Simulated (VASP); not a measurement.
## Si: relaxation of cell and atoms with PBE

Si:

```xyz
1
Lattice="2.5700 0.0000 0.0000 0.0000 2.5700 0.0000 0.0000 0.0000 2.5700" Properties=species:S:1:pos:R:3 pbc="T T T"
Si    0.0000    0.0000    0.0000
```

This isn't the form of Si at room conditions, which is diamond.

- Program: VASP 6.6.1
- Task: relaxation of cell and atoms
- Functional: PBE
- Potentials or basis: VASP PAW PBE potentials, release 64 (Si)
- Cutoff: 500 eV
- k mesh: 8 × 8 × 8
- Occupations: methfessel-paxton, width 0.1 eV
- Spin: no spin polarisation
- Dipole correction: no
- Further INCAR settings: ALGO = Normal; EDIFF = 1e-07; IBRION = 2; EDIFFG = -0.01; NSW = 60; ISIF = 3

```json
{"Relaxed volume": "16.22 Å³/atom", "Relaxed cell": "a = 2.531 Å, b = 2.531 Å, c = 2.531 Å, α = 90.00°, β = 90.00°, γ = 90.00°", "Space group after relaxing (to 0.1 Å)": "Pm-3m (No. 221)", "Energy gained by relaxing": "10.3 meV/atom", "Ionic steps": "3", "Pressure after relaxing": "0.1 GPa", "Band gap on the k mesh": "zero (bands 2 and 3 overlap by 10.31 eV)"}
```

The path:
```csv
step,energy change (eV),largest force (eV/Å),pressure (GPa),volume (Å³)
1,0.0000,0.0000,-4.17,16.97
2,-0.0083,0.0000,2.04,15.91
3,-0.0103,0.0000,0.07,16.22
```

Final structure:
```
CELL_PARAMETERS angstrom
2.53131 0.00000 0.00000
0.00000 2.53131 0.00000
0.00000 0.00000 2.53131
ATOMIC_POSITIONS crystal
Si 0.00000 0.00000 0.00000
```

Levels at points of the mesh, in eV from the Fermi level:
```tsv
k point	band 1	band 2	band 3	band 4	band 5	band 6
(0.00, 0.00, 0.00)	-13.13	7.50	7.50	7.73	7.73	7.73
(0.50, 0.00, 0.00)	-8.54	-6.46	10.11	11.09	11.09	14.63
(0.50, 0.50, 0.00)	-3.43	-2.82	-2.82	1.56	14.35	17.24
(0.50, 0.50, 0.50)	0.60	0.60	0.60	3.57	5.19	5.19
```

Run time: 3.6 s on 1 thread of Intel(R) Xeon(R) 6975P-C (Granite Rapids), with other jobs on the host, peak memory 0.11 GiB.
